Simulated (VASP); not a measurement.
Here is a VASP 6.6.1 calculation.

File INCAR:

```
PREC = Accurate
ENCUT = 500
EDIFF = 1E-6
ISMEAR = 0
SIGMA = 0.1
LREAL = F
LASPH = T
NELM = 120
ALGO = Normal
ISIF = 2
LWAVE = F
LCHARG = T
LELF = T
LVHAR = T
NBANDS = 18
GGA_COMPAT = F
```

Contents of KPOINTS:

```
regular mesh
0
Gamma
  6 6 4
```

Contents of POSCAR:

```
Ta
1.0
    2.8249351714      0.0000000000      0.0000000000
   -1.4124675857      2.4464656225      0.0000000000
    0.0000000000      0.0000000000      5.0767226768
Ta
2
Direct
    0.6666666667      0.3333333333      0.7500000000
    0.3333333333      0.6666666667      0.2500000000
```

Potentials or basis: VASP PAW LDA potentials, release 64 (Ta_pv).

Launch:

```console
$ cat potpaw_LDA.64/Ta_pv/POTCAR > POTCAR
$ mpirun -np 1 vasp_std > vasp.out
```

Estimate the pressure.

0.9 GPa.

Predict the band gap on the k mesh.

zero (bands 11 and 12 overlap by 2.71 eV).

Stress tensor (GPa, compression positive):
```
0.71 0.00 0.00
0.00 0.71 0.00
0.00 0.00 1.37
```

Caveat: the k points lie up to 0.43 Å⁻¹ apart, too coarse for converged energies and pressures of a metal; spin-orbit coupling is left out, which moves the levels of the heavy elements.
